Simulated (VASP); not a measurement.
# SnSe (Cmcm) in VASP: single point with PBE

Aim: the single point of SnSe with PBE.

Program: VASP 6.6.1. These are calculated values, not measurements. Logs are shortened: lines on timing, memory, paths and dates and some standing lists are left out, and cuts for length are marked.

### Step 1. The cell of the first run

Symmetry: Cmcm, No. 63, orthorhombic system. Conventional cell: a = 4.310 Å, b = 11.705 Å, c = 4.318 Å, α = 90.00°, β = 90.00°, γ = 90.00°. Sn (site symmetry m2m) has 5 Se at 2.76 to 3.06 Å and 2 Sn at 3.54 Å within 3.6 Å. Se (site symmetry m2m) has 5 Sn at 2.76 to 3.06 Å within 3.6 Å.

### Step 2. Single point, PBE

INCAR reads:

```
SYSTEM = SnSe
PREC = Accurate
ENCUT = 520
EDIFF = 1E-6
ISMEAR = 0
SIGMA = 0.05
LREAL = .False.
LASPH = .True.
NELM = 60
ALGO = Normal
ISIF = 2
LWAVE = .False.
LCHARG = .True.
GGA = PE
LELF = .True.
LVHAR = .True.
NBANDS = 28
```

KPOINTS reads:

```
regular mesh
0
Gamma
  10 10 10
  0 0 0
```

POSCAR reads:

```
SnSe
1.0
    2.1550000000     -5.8525000000      0.0000000000
    2.1550000000      5.8525000000      0.0000000000
    0.0000000000      0.0000000000      4.3180000000
Sn Se
2 2
Direct
    0.8800000000      0.1200000000      0.2500000000
    0.1200000000      0.8800000000      0.7500000000
    0.6440000000      0.3560000000      0.2500000000
    0.3560000000      0.6440000000      0.7500000000
```

Potentials or basis: VASP PAW PBE potentials, release 64 (Sn_d, Se).

Launch:

```console
$ cat potpaw_PBE.64/Sn_d/POTCAR potpaw_PBE.64/Se/POTCAR > POTCAR
$ mpirun -np 1 vasp_std > vasp.out
```

OUTCAR:

```text
SYSTEM = SnSe
   PREC = Accurate
   ENCUT = 520
   EDIFF = 1E-6
   ISMEAR = 0
   LREAL = .False.
   LASPH = .True.
   NELM = 60
   ISIF = 2
   GGA = PE

 ion  position               nearest neighbor table
   1  0.880  0.120  0.250-   3 2.76   4 3.06   4 3.06   4 3.06   4 3.06   2 3.54   2 3.54
   2  0.120  0.880  0.750-   4 2.76   3 3.06   3 3.06   3 3.06   3 3.06   1 3.54   1 3.54
   3  0.644  0.356  0.250-   1 2.76   2 3.06   2 3.06   2 3.06   2 3.06
   4  0.356  0.644  0.750-   2 2.76   1 3.06   1 3.06   1 3.06   1 3.06

  LATTYP: Found a base centered orthorhombic cell.
 ALAT       =     4.3100000000
 B/A-ratio  =     2.7157772622
 C/A-ratio  =     1.0018561485

  Lattice vectors:

 A1 = (   2.1550000000,  -5.8525000000,   0.0000000000)
 A2 = (   2.1550000000,   5.8525000000,   0.0000000000)
 A3 = (   0.0000000000,   0.0000000000,   4.3180000000)

Analysis of symmetry for initial positions (statically):
=====================================================================
 Subroutine PRICEL returns:
 Original cell was already a primitive cell.

 Routine SETGRP: Setting up the symmetry group for a
 base centered orthorhombic supercell.

 Subroutine GETGRP returns: Found  8 space group operations
 (whereof  4 operations were pure point group operations)
 out of a pool of  8 trial point group operations.

The static configuration has the point symmetry C_2h.
 The point group associated with its full space group is D_2h.

Analysis of symmetry for dynamics (positions and initial velocities):
=====================================================================
 Subroutine PRICEL returns:
 Original cell was already a primitive cell.

 Routine SETGRP: Setting up the symmetry group for a
 base centered orthorhombic supercell.

 Subroutine GETGRP returns: Found  8 space group operations
 (whereof  4 operations were pure point group operations)
 out of a pool of  8 trial point group operations.

The dynamic configuration has the point symmetry C_2h.
 The point group associated with its full space group is D_2h.

 Subroutine INISYM returns: Found  8 space group operations
 (whereof  4 operations are pure point group operations),
 and found     1 'primitive' translations

----------------------------------------------------------------------------------------

                                     Primitive cell

  volume of cell :     108.9184

  direct lattice vectors                    reciprocal lattice vectors
     2.155000000 -5.852500000  0.000000000     0.232018561 -0.085433575  0.000000000
     2.155000000  5.852500000  0.000000000     0.232018561  0.085433575  0.000000000
     0.000000000  0.000000000  4.318000000     0.000000000  0.000000000  0.231588698

  length of vectors
     6.236648238  6.236648238  4.318000000     0.247247869  0.247247869  0.231588698

  position of ions in fractional coordinates (direct lattice)
     0.880000000  0.120000000  0.250000000
     0.120000000  0.880000000  0.750000000
     0.644000000  0.356000000  0.250000000
     0.356000000  0.644000000  0.750000000

  ion indices of the primitive-cell ions
   primitive index   ion index
                 1           1
                 2           2
                 3           3
                 4           4

----------------------------------------------------------------------------------------

 KPOINTS: regular mesh

Automatic generation of k-mesh.
 Grid dimensions read from file:
 generate k-points for:   10   10   10

 Generating k-lattice:

  Cartesian coordinates                     Fractional coordinates (reciprocal lattice)
     0.023201856 -0.008543358  0.000000000     0.100000000  0.000000000  0.000000000
     0.023201856  0.008543358  0.000000000     0.000000000  0.100000000  0.000000000
     0.000000000  0.000000000  0.023158870     0.000000000  0.000000000  0.100000000

  Length of vectors
     0.024724787  0.024724787  0.023158870

  Shift w.r.t. Gamma in fractional coordinates (k-lattice)
     0.000000000  0.000000000  0.000000000

 Subroutine IBZKPT returns following result:
 ===========================================

 Found    186 irreducible k-points:

 Following reciprocal coordinates:
            Coordinates               Weight
  0.000000  0.000000  0.000000      1.000000
  0.100000 -0.000000  0.000000      4.000000
  0.200000 -0.000000  0.000000      4.000000
  0.300000 -0.000000  0.000000      4.000000
  0.400000 -0.000000  0.000000      4.000000
  0.500000 -0.000000  0.000000      2.000000
[... 16 lines left out ...]
  0.300000  0.300000  0.000000      2.000000
  0.400000  0.300000  0.000000      4.000000
 [... further k-points ...]
   k-points           NKPTS =    186   k-points in BZ     NKDIM =    186   number of bands    NBANDS=     28
   number of dos      NEDOS =    301   number of ions     NIONS =      4
   total plane-waves  NPLWV =  73728
   dimension x,y,z NGX =    48 NGY =   48 NGZ =   32
   dimension x,y,z NGXF=    96 NGYF=   96 NGZF=   64
   ions per type =               2   2
   NGX,Y,Z   is equivalent  to a cutoff of  12.80, 12.80, 12.32 a.u.
   NGXF,Y,Z  is equivalent  to a cutoff of  25.59, 25.59, 24.64 a.u.
 SYSTEM =  SnSe
   PREC   = accura    normal or accurate (medium, high low for compatibility)
   ISTART =      0    job   : 0-new  1-cont  2-samecut
   ICHARG =      2    charge: 1-file 2-atom 10-const
   ISPIN  =      1    spin polarized calculation?
   LNONCOLLINEAR =      F non collinear calculations
   LSORBIT =      F    spin-orbit coupling
   LASPH  =      T    aspherical Exc in radial PAW
   ENCUT  =  520.0 eV  38.22 Ry    6.18 a.u.  11.60 11.60  8.03*2*pi/ulx,y,z
   NELM   =     60;   NELMIN=  2; NELMDL= -5     # of ELM steps
   EDIFF  = 0.1E-05   stopping-criterion for ELM
   LREAL  =      F    real-space projection
   EDIFFG = 0.1E-04   stopping-criterion for IOM
   NSW    =      0    number of steps for IOM
   IBRION =     -1    ionic relax: 0-MD 1-quasi-New 2-CG
   NFREE  =      0    steps in history (QN), initial steepest desc. (CG)
   ISIF   =      2    stress and relaxation
   ISYM   =      2    0-nonsym 1-usesym 2-fastsym
   POTIM  = 0.5000    time-step for ionic-motion
   TEBEG  =    0.0;   TEEND  =   0.0 temperature during run
   PSTRESS=    0.0 pullay stress
   NELECT =      40.0000    total number of electrons
   NUPDOWN=      -1.0000    fix difference up-down
   EMIN   =  10.00;   EMAX   =-10.00  energy-range for DOS
   EFERMI =   0.00;   METHOD = LEGACY
   ISMEAR =     0;   SIGMA  =   0.05  broadening in eV -4-tet -1-fermi 0-gaus
   EFERMI_NEDOS =   21; number of points for ismear=-14 and -15
   IALGO  =     38    algorithm
   IMIX   =      4    mixing-type and parameters
     AMIX     =   0.40;   BMIX     =  1.00
     AMIX_MAG =   1.60;   BMIX_MAG =  1.00
  volume/ion in A,a.u.               =      27.23       183.75
  Fermi-wavevector in a.u.,A,eV,Ry     =   1.172360  2.215439 18.700233  1.374428
  Thomas-Fermi vector in A             =   2.308790
   LORBIT       =      0    0 simple, 1 ext, 2 COOP (PROOUT), +10 PAW based schemes
   GGA     = PE    functional components
   LHFCALC =     F    Hartree Fock is set to
   AEXX    =    0.0000 exact exchange contribution
   IVDW    =     0    specifies the selected vdW correction
   LEPSILON=     F    determine dielectric tensor
   LRPA    =     F    only Hartree local field effects (RPA)
 non-spin polarized calculation
 Gauss-broadening in eV      SIGMA  =   0.05
  energy-cutoff  :      520.00
  volume of cell :      108.92
 maximum number of plane-waves:      2968
 NGX is ok and might be reduce to    48
   NGX = 23   NGY = 23   NGZ = 17

 number of electron      40.0000007 magnetization

 Free energy of the ion-electron system (eV)
  ---------------------------------------------------
  ext. energy  EPLUGINS =         0.00000000
  ---------------------------------------------------
  free energy    TOTEN  =       -16.36829524 eV

  energy without entropy =      -16.36829524  energy(sigma->0) =      -16.36829524

 E-fermi :   5.3440     XC(G=0):  -9.6408

 val. band max:        5.1421491133   @ k =   0.5000   0.5000   0.3000
 cond. band min:       5.5605744588   @ k =   0.5000   0.5000   0.0000
 fundamental gap:      0.4184253455
 Fermi energy:         5.3439608453

 k-point     1 :       0.0000    0.0000    0.0000
  band No.  band energies     occupation
      1     -16.2005      2.00000
      2     -16.1983      2.00000
      3     -16.1877      2.00000
      4     -16.1830      2.00000
      5     -16.1776      2.00000
      6     -16.1616      2.00000
[... 20 lines left out ...]
     27      10.5409      0.00000
     28      11.6389      0.00000

 k-point     2 :       0.1000   -0.0000    0.0000
  band No.  band energies     occupation
      1     -16.1997      2.00000
      2     -16.1976      2.00000
      3     -16.1887      2.00000
      4     -16.1834      2.00000
      5     -16.1770      2.00000
      6     -16.1602      2.00000
[... 20 lines left out ...]
     27      10.7449      0.00000
     28      11.6583      0.00000

 k-point     3 :       0.2000   -0.0000    0.0000
  band No.  band energies     occupation
      1     -16.1976      2.00000
      2     -16.1957      2.00000
      3     -16.1909      2.00000
      4     -16.1846      2.00000
      5     -16.1755      2.00000
      6     -16.1569      2.00000
[... 20 lines left out ...]
     27      10.9767      0.00000
     28      11.8410      0.00000

 k-point     4 :       0.3000   -0.0000    0.0000
  band No.  band energies     occupation
      1     -16.1950      2.00000
      2     -16.1935      2.00000
      3     -16.1934      2.00000
      4     -16.1862      2.00000
      5     -16.1738      2.00000
      6     -16.1538      2.00000
[... 578 lines left out ...]
     27      10.6112      0.00000
     28      10.9719      0.00000

 k-point    23 :       0.3000    0.3000    0.0000
  band No.  band energies     occupation
      1     -16.1963      2.00000
      2     -16.1934      2.00000
      3     -16.1908      2.00000
      4     -16.1861      2.00000
      5     -16.1710      2.00000
      6     -16.1558      2.00000
[... 20 lines left out ...]
     27      12.2420      0.00000
     28      12.9441      0.00000

 k-point    24 :       0.4000    0.3000    0.0000
  band No.  band energies     occupation
      1     -16.1965      2.00000
      2     -16.1950      2.00000
      3     -16.1915      2.00000
      4     -16.1843      2.00000
      5     -16.1702      2.00000
      6     -16.1560      2.00000
[... 20 lines left out ...]
     27      11.0822      0.00000
     28      12.9008      0.00000

 [... further k-points ...]

------------------------ aborting loop because EDIFF is reached ----------------------------------------

  FORCE on cell =-STRESS in cart. coord.  units (eV):
  Direction    XX          YY          ZZ          XY          YZ          ZX
  --------------------------------------------------------------------------------------
  -------------------------------------------------------------------------------------
  Total       -0.5855571      0.1159587     -0.5685297      0.0000000      0.0000000      0.0000000
  in kB       -8.6134775      1.7057397     -8.3630061      0.0000000      0.0000000      0.0000000
  external PRESSURE =      -5.0902479 kB  Pullay stress =       0.0000000 kB

 VOLUME and BASIS-vectors are now :
 -----------------------------------------------------------------------------
  energy-cutoff  :      520.00
  volume of cell :      108.92
      direct lattice vectors                 reciprocal lattice vectors
     2.155000000 -5.852500000  0.000000000     0.232018561 -0.085433575  0.000000000
     2.155000000  5.852500000  0.000000000     0.232018561  0.085433575  0.000000000
     0.000000000  0.000000000  4.318000000     0.000000000  0.000000000  0.231588698

 POSITION                                       TOTAL-FORCE (eV/Angst)
 -----------------------------------------------------------------------------------
      2.15500     -4.44790      1.07950         0.000000      0.254983     -0.000000
      2.15500      4.44790      3.23850         0.000000     -0.254983      0.000000
      2.15500     -1.68552      1.07950         0.000000     -0.048177      0.000000
      2.15500      1.68552      3.23850         0.000000      0.048177      0.000000
 -----------------------------------------------------------------------------------
    total drift:                               -0.000000     -0.000000      0.000000

  FREE ENERGIE OF THE ION-ELECTRON SYSTEM (eV)
  ---------------------------------------------------
  free  energy   TOTEN  =       -16.3682952388 eV

  energy  without entropy=      -16.3682952388  energy(sigma->0) =      -16.36829524
```

Wall time 12 min (1 thread of Intel Xeon 8259CL, shared host); peak memory 0.61 GiB.

What came out:

```
Free energy            : -16.3683 eV
Pressure               : -0.5 GPa
Largest force          : 0.255 eV/Å
Band gap on the k mesh : 0.42 eV (least direct gap 0.58 eV)
```

Forces on the atoms (eV/Å):
```
Sn   0.000  0.255  0.000
Sn   0.000 -0.255  0.000
Se   0.000 -0.048  0.000
Se   0.000  0.048  0.000
```

Levels at points of the mesh, in eV from the valence-band top:
```
           k point  band 17  band 18  band 19  band 20  band 21  band 22  band 23  band 24
(0.00, 0.00, 0.00)    -2.77    -2.14    -1.45    -0.50     3.74     3.85     3.92     4.32
(0.50, 0.00, 0.00)    -1.71    -1.41    -0.46    -0.33     1.15     1.30     1.42     2.49
(0.50, 0.50, 0.00)    -2.14    -1.70    -1.47    -0.49     0.42     3.32     3.92     3.99
(0.00, 0.00, 0.50)    -1.52    -1.52    -0.24    -0.24     0.97     0.97     1.62     1.62
(0.50, 0.00, 0.50)    -3.61    -3.61    -1.49    -1.49     2.49     2.49     4.82     4.82
(0.50, 0.50, 0.50)    -1.35    -1.35    -0.96    -0.96     1.55     1.55     2.23     2.23
```

Caveat: spin-orbit coupling is left out, which moves the levels of the heavy elements. A k mesh can miss the band edges.
